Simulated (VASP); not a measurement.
Runs of VASP 6.6.1 on InP. The structure is that of space group I4/mmm (No. 139), or close to it. The cells are those of the table. 

| cell | gap on the mesh (eV) | pressure (GPa) |
| --- | --- | --- |
| a = 3.956, b = 3.956, c = 4.262 Å, angles 57.4, 57.4, 65.2°, 2 atoms | none | -2.0 |
| a = 4.290, b = 4.290, c = 3.699 Å, angles 64.5, 64.5, 51.1°, 2 atoms | none | 1.2 |
| a = 4.112, b = 4.112, c = 3.911 Å, angles 61.6, 61.6, 56.8°, 2 atoms | none | (a) |
| a = 4.496, b = 4.496, c = 3.527 Å, angles 66.9, 66.9, 46.2°, 2 atoms | none | (b) |
| a = 3.925, b = 3.925, c = 4.532 Å, angles 54.7, 54.7, 70.5°, 2 atoms | none | 11.5 |

Alike in all rows: task single point; level PBE; potentials or basis VASP PAW PBE potentials, release 64 (In_d, P); no spin polarisation; k mesh 16 × 16 × 16; cutoff (eV) 520; smearing gaussian 0.15 eV.

Q: Estimate the missing entries.

A: (a) -4.4; (b) 10.6.

Caveats: spin-orbit coupling is left out, which moves the levels of the heavy elements.

A k mesh can miss the band edges, and the runs leave out spin-orbit coupling on In.

A gap of «none» marks levels without a gap at the run's occupations.
